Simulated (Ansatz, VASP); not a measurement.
**Sn3Se in VASP and in Ansatz**

```
Sn Se
1.0
     4.79066    0.57600    0.57600
     0.57600    4.79066    0.57600
     0.57600    0.57600    4.79066
Sn Se
3 1
Direct
  0.00000 0.50000 0.50000
  0.50000 0.00000 0.50000
  0.50000 0.50000 0.00000
  0.00000 0.00000 0.00000
```

Alike in both runs: task single point; functional r2SCAN; k mesh 12 × 12 × 12; occupations gaussian, width 0.15 eV; no spin polarisation.

```csv
,VASP,Ansatz
version,VASP 6.6.1,Ansatz 0.2.0
potentials or method,"VASP PAW PBE potentials, release 64 (Sn_d, Se), cutoff 520 eV","scalar-relativistic, plane waves, PAW"
valence electrons in the cell,48,58
```

Ansatz gave:

```
gap on the k mesh at the Fermi level (eV)                     : none
pressure (GPa)                                                : 6.1
traceless stress, the component that is largest in VASP (GPa) : -4.02
```

Task: What did VASP give for the same quantities?

Result: gap on the k mesh at the Fermi level (eV): none; pressure (GPa): 6.1; traceless stress, the component that is largest in VASP (GPa): -4.05.

VASP's potentials were made for PBE, not for r2SCAN. A gap of «none» marks a metal or a gap that the smearing closes. The functional is the same, so the differences come from potentials, cutoffs and numerics. VASP's potentials hold 48 valence electrons a cell and Ansatz's 58, so a difference there can come from the potentials and not from the codes.
